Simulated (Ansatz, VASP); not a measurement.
**Two plane-wave programs on Ta2SiO3**

```
Ta Si O
1.0
     6.59020    0.00000    0.00000
    -3.29510    5.70728    0.00000
     0.00000    0.00000    2.81473
Ta Si O
2 1 3
Direct
  0.33333 0.66667 0.50000
  0.66667 0.33333 0.50000
  0.00000 0.00000 0.00000
  0.50000 0.00000 0.50000
  0.00000 0.50000 0.50000
  0.50000 0.50000 0.50000
```

Alike in both runs: functional PBE; k mesh 6 × 6 × 6; occupations gaussian, width 0.1 eV; no spin polarisation.

Ansatz relaxed the structure, and its values are those at the end. VASP's run is a single point on that final structure, the one shown.

|  | VASP | Ansatz |
| --- | --- | --- |
| version | VASP 6.6.1 | Ansatz 0.2.0 |
| potentials or method | VASP PAW PBE potentials, release 64 (Ta_sv_GW, Si, O), cutoff 700 eV | scalar-relativistic, plane waves, PAW |
| valence electrons in the cell | 48 | 48 |

|  | VASP | Ansatz | Ansatz less VASP |
| --- | --- | --- | --- |
| gap on the k mesh at the Fermi level (eV) | none | none | - |
| pressure (GPa) | 0.1 | 0.0 | -0.03 |

A gap of «none» marks a metal or a gap that the smearing closes. With one functional, cell and mesh, what is left measures potentials, basis and numerics.

The k mesh is coarse, so the values compare programs but aren't converged. Spin-orbit coupling is off throughout.
